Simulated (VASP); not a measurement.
Runs of VASP 6.6.1 on AlCo. Symmetry: Pm-3m, No. 221, cubic system. Conventional cell: a = 2.819 Å, b = 2.819 Å, c = 2.819 Å, α = 90.00°, β = 90.00°, γ = 90.00°. Co (site symmetry m-3m) has 8 Al at 2.44 Å and 6 Co at 2.82 Å within 3.2 Å. Within 3.2 Å of Al (site symmetry m-3m) lie 8 Co at 2.44 Å and 6 Al at 2.82 Å. 

```tsv
level	spin	fixed moment (μB)	k mesh	pressure (GPa)	moment (μB)
PBE	collinear, ferromagnetic start	-	9 × 9 × 9	(a)	0.00
PBE	collinear, ferromagnetic start	1.0	8 × 8 × 8	13.4	1.00
PBE	collinear, ferromagnetic start	0.5	8 × 8 × 8	9.1	0.50
PBEsol	collinear, zero start	0.0	8 × 8 × 8	(b)	0.00
PBE	collinear, ferromagnetic start	1.5	8 × 8 × 8	18.5	1.50
```

Alike in all rows: task single point; potentials or basis VASP PAW PBE potentials, release 64 (Co, Al); cell as given; cutoff (eV) 520; smearing fermi-dirac 0.05 eV.

**Question.** Estimate the missing entries.

**Answer.** (a) 6.4; (b) 0.9.

Caveats: the total moment is fixed, so each spin has its own Fermi level (some runs); the PAW data sets were made with another functional, which shifts forces and pressure a little (some runs).
